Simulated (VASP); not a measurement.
A run of VASP 6.6.1 is set up as follows.

The input INCAR:

```
PREC     = Accurate       # precision mode
ENCUT    = 520            # plane-wave cutoff, eV
EDIFF    = 1E-6           # SCF threshold, eV
ISMEAR   = 0              # smearing method
SIGMA    = 0.03           # smearing width, eV
LREAL    = False          # projectors in reciprocal space
LASPH    = True           # aspherical terms in the spheres
NELM     = 120            # most SCF steps
ALGO     = Normal         # electronic algorithm
ISIF     = 2              # what is computed and relaxed
LWAVE    = False          # write WAVECAR
LCHARG   = False          # write CHGCAR
LDIPOL   = True         
IDIPOL   = 3            
DIPOL    = 0.5 0.5 0.284
GGA      = PE             # functional
IVDW     = 13             # dispersion correction
NBANDS   = 15             # bands
GGA_COMPAT= False        
NELMDL   = -8
```

The input KPOINTS:

```
regular mesh
0
Gamma
  12 12 1
```

The input POSCAR:

```
MgI2
1.0
    4.1362847421      0.0000000000      0.0000000000
   -2.0681423711      3.5821276640      0.0000000000
    0.0000000000      0.0000000000     30.5999999982
I Mg
2 1
Direct
    0.3333333333      0.6666666667      0.2295063876
    0.6666666667      0.3333333333      0.3391210635
    0.0000000000      0.0000000000      0.2843137255
```

Potentials or basis: VASP PAW PBE potentials, release 64 (I, Mg).

Launch:

```sh
$ cat potpaw_PBE.64/I/POTCAR potpaw_PBE.64/Mg/POTCAR > POTCAR
$ mpirun -np 1 vasp_std > vasp.out
```

**Question.** What does it give for the band gap on the k mesh?

**Answer.** 3.63 eV (least direct gap 4.08 eV).

**Question.** Predict the largest force.

**Answer.** 0.012 eV/Å.

**Question.** Predict the dispersion energy per atom.

**Answer.** -0.229 eV.

Forces on the atoms (eV/Å):
```
I    0.000  0.000  0.012
I    0.000  0.000 -0.012
Mg   0.000  0.000  0.000
```

Caveat: spin-orbit coupling is left out, which moves the levels of the heavy elements.
